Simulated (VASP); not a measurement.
CdF2: single point with LDA

CdF2:

```
Cd F
1.0
     0.00000    2.69400    2.69400
     2.69400    0.00000    2.69400
     2.69400    2.69400    0.00000
Cd F
1 2
Cartesian
  0.0000 0.0000 0.0000
  4.0410 4.0410 4.0410
  1.3470 1.3470 1.3470
```

```yaml
Program: VASP 6.6.1
Task: single point
Functional: LDA
Potentials_or_basis: VASP PAW LDA potentials, release 64 (Cd, F)
Cutoff: 520 eV
k_mesh: 9 × 9 × 9
Occupations: fermi-dirac, width 0.05 eV
Spin: no spin polarisation
```

```json
{
  "Pressure": "-4.7 GPa",
  "Band gap on the k mesh": "2.83 eV (least direct gap 3.28 eV)"
}
```

Levels at points of the mesh, in eV from the valence-band top:
```
           k point  band 9  band 10  band 11  band 12  band 13  band 14  band 15  band 16  band 17  band 18
(0.00, 0.00, 0.00)   -0.98    -0.98    -0.45    -0.45    -0.45     2.83    12.34    12.34    12.34    17.15
```

It took 41 s on 1 thread of Intel Xeon 8259CL (shared host), peak memory 0.15 GiB.

Caveat: the cell stands under tension; an odd mesh through Γ misses points on the zone boundary, where band edges can lie.
